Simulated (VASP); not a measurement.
Write the native input for VASP 6.6.1 that does the following.

- Task: single point
- Functional: LDA
- Potentials or basis: VASP PAW LDA potentials, release 64 (Te, Pd)
- Cutoff: 520 eV
- k mesh: 7 × 7 × 7
- Occupations: methfessel-paxton, width 0.1 eV
- Spin: no spin polarisation
- Dipole correction: no
- Further INCAR settings: ALGO = Normal; EDIFF = 1e-07; NBANDS = 26

The structure of TePd3 lies in POSCAR:

```
TePd3
1.0
   -2.2676139349      2.2676139349      3.2235354916
    2.2676139349     -2.2676139349      3.2235354916
    2.2676139349      2.2676139349     -3.2235354916
Te Pd
1 3
Direct
    0.0000000000      0.0000000000      0.0000000000
    0.7500000000      0.2500000000      0.5000000000
    0.2500000000      0.7500000000      0.5000000000
    0.5000000000      0.5000000000      0.0000000000
```

The input as run:

INCAR

```
SYSTEM = TePd3
PREC = Accurate
ENCUT = 520
EDIFF = 1E-7
ISMEAR = 1
SIGMA = 0.1
LREAL = .FALSE.
LASPH = .TRUE.
NELM = 100
ALGO = Normal
ISIF = 2
LWAVE = .FALSE.
LCHARG = .TRUE.
LELF = .TRUE.
LVHAR = .TRUE.
NBANDS = 26
```

KPOINTS

```
Automatic mesh
0
G
  7 7 7
  0 0 0
```

Potentials or basis: VASP PAW LDA potentials, release 64 (Te, Pd).

The run is started by

```sh
$ cat potpaw_LDA.64/Te/POTCAR potpaw_LDA.64/Pd/POTCAR > POTCAR
$ mpirun -np 1 vasp_std > vasp.out
```

It gave:

| Quantity | Value |
| --- | --- |
| Pressure | -6.3 GPa |
| Band gap on the k mesh | zero (bands 18 and 19 overlap by 2.17 eV) |

Caveat: the cell stands under tension; spin-orbit coupling is left out, which moves the levels of the heavy elements.

Run time: 72 s on 1 thread of Intel Xeon 8259CL (shared host), peak memory 0.21 GiB.
